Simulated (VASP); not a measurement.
Write the native input for VASP 6.6.1 that does the following.

* Task: single point
* Functional: PBE
* Potentials or basis: VASP PAW PBE potentials, release 64 (Ru_pv)
* Cutoff: 520 eV
* k mesh: 14 × 14 × 8
* Occupations: fermi-dirac, width 0.03 eV
* Spin: no spin polarisation
* Dipole correction: no
* Further INCAR settings: ALGO = Normal; EDIFF = 1e-06; NBANDS = 21

The structure of Ru lies in POSCAR:

```
Ru
1.0
    2.7057993342      0.0000000000      0.0000000000
   -1.3528996671      2.3432909610      0.0000000000
    0.0000000000      0.0000000000      4.2819000000
Ru
2
Direct
    0.3333333333      0.6666666667      0.2500000000
    0.6666666667      0.3333333333      0.7500000000
```

The input as run:

INCAR

```
SYSTEM = Ru
PREC = Accurate ; ENCUT = 520
EDIFF = 1E-6 ; ISMEAR = -1
SIGMA = 0.03 ; LREAL = .FALSE.
LASPH = .TRUE. ; NELM = 100
ALGO = Normal ; ISIF = 2
LWAVE = .FALSE. ; LCHARG = .FALSE.
GGA = PE ; NBANDS = 21
```

KPOINTS

```
Automatic mesh
0
G
  14 14 8
  0 0 0
```

Potentials or basis: VASP PAW PBE potentials, release 64 (Ru_pv).

Command:

```sh
$ cat potpaw_PBE.64/Ru_pv/POTCAR > POTCAR
$ mpirun -np 1 vasp_std > vasp.out
```

It gave:

| Item | Value |
| --- | --- |
| Pressure | 4.5 GPa |
| Band gap on the k mesh | zero (band 14 reaches 14.47 eV, above the bottom of band 15 at 11.34 eV) |

Wall time 31 s on 1 thread of AMD EPYC 9R45 96-Core Processor (Zen 5) (shared host), peak memory 0.14 GiB.
